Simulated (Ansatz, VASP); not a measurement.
# One calculation of InSb, two programs

File INCAR:

```
SYSTEM = InSb
ALGO     = Normal         ! electronic algorithm
EDIFF    = 1E-6           ! SCF threshold, eV
ENCUT    = 520            ! plane-wave cutoff, eV
GGA      = CA             ! functional
ISIF     = 2              ! what is computed and relaxed
ISMEAR   = -1             ! smearing method
LASPH    = .True.         ! aspherical terms in the spheres
LCHARG   = .False.        ! write CHGCAR
LREAL    = .False.        ! projectors in reciprocal space
LWAVE    = .False.        ! write WAVECAR
NBANDS   = 26             ! bands
NELM     = 80             ! most SCF steps
PREC     = Accurate       ! precision mode
SIGMA    = 0.08           ! smearing width, eV
```

File KPOINTS:

```
k-points
0
Gamma
  6 6 11
  0 0 0
```

The input POSCAR:

```
InSb
1.0
    5.3210458966      0.0000000000      0.0000000000
    0.0000000000      5.6736632744      0.0000000000
    0.0000000000      0.0000000000      3.0424423336
In Sb
2 2
Direct
    0.0000000000      0.0000000000      0.0000000000
    0.5000000000      0.5000000000      0.0000000000
    0.5000000000      0.0000000000      0.8350000000
    0.0000000000      0.5000000000      0.1650000000
```

Input for Ansatz:

```yaml
crystal:
  lattice:
    - [5.3210458966, 0.0, 0.0]
    - [0.0, 5.6736632744, 0.0]
    - [0.0, 0.0, 3.0424423336]
  atoms:
    - { symbol: In, position: [0.0, 0.0, 0.0] }
    - { symbol: In, position: [0.5, 0.5, 0.0] }
    - { symbol: Sb, position: [0.5, 0.0, 0.835] }
    - { symbol: Sb, position: [0.0, 0.5, 0.165] }
kpoints:
  mp_grid: { grid: [6, 6, 11] }
  band_path:
    path:
      - [0.0, 0.0, 0.0]
      - [0.5, 0.0, 0.0]
      - [0.5, 0.5, 0.0]
      - [0.0, 0.5, 0.0]
      - [0.0, 0.0, 0.0]
      - [0.0, 0.0, 0.5]
      - [0.5, 0.0, 0.5]
      - [0.5, 0.5, 0.5]
      - [0.0, 0.5, 0.5]
    npoints: 5
scf:
  occupations: { method: fermi_dirac, width: 0.08 }
hamiltonian:
  xc: lda
  pseudopotentials: { kind: all_electron, lapw: { basis_error: 0.001 } }
output:
  forces: true
  stress: true
  eigenvalues: true
```

Change from the starting cell: volume scaled by 0.98.

Alike in both runs: task single point; functional LDA; k mesh 6 × 6 × 11; occupations fermi-dirac, width 0.08 eV; no spin polarisation.

|  | VASP | Ansatz |
| --- | --- | --- |
| version | VASP 6.6.1 | Ansatz 0.2.0 |
| potentials or method | VASP PAW LDA potentials, release 64 (In_d, Sb), cutoff 520 eV | all-electron LAPW, scalar-relativistic |

Ansatz gave:

* pressure (GPa): 13.9
* traceless stress, the component that is largest in VASP (GPa): 11.93
* rms of the force components (eV/Å): 0.291

Question: Which values does VASP return?

Answer: Pressure (GPa): 14.2; traceless stress, the component that is largest in VASP (GPa): 11.98; rms of the force components (eV/Å): 0.294.

LDA's correlation is that of Perdew and Zunger in VASP and of Perdew and Wang (1992) in Ansatz. Atom by atom the forces differ by 0.003 eV/Å (rms over components). Ansatz ran all-electron here, and VASP with PAW potentials.

Neither program's run includes spin-orbit coupling.
